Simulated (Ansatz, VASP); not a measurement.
**One calculation of ScHg, two programs**

```
Sc Hg
1.0
     3.50305    0.00000    0.00000
     0.00000    3.50305    0.00000
     0.00000    0.00000    3.50305
Sc Hg
1 1
Cartesian
  1.7515 1.7515 1.7515
  0.0000 0.0000 0.0000
```

Change from the starting cell: volume scaled by 1.02.

Alike in both runs: task single point; functional PBEsol; k mesh 12 × 12 × 12; occupations fermi-dirac, width 0.08 eV; no spin polarisation.

```csv
,VASP,Ansatz
version,VASP 6.6.1,Ansatz 0.2.0
potentials or method,"VASP PAW PBE potentials, release 64 (Sc_sv, Hg), cutoff 520 eV","all-electron LAPW, scalar-relativistic"
```

```tsv
	VASP	Ansatz	Ansatz less VASP
pressure (GPa)	-2.3	-2.5	-0.15
```

VASP's potentials were made for PBE, not for PBEsol. Ansatz ran all-electron here, and VASP with PAW potentials.

Neither program's run includes spin-orbit coupling.
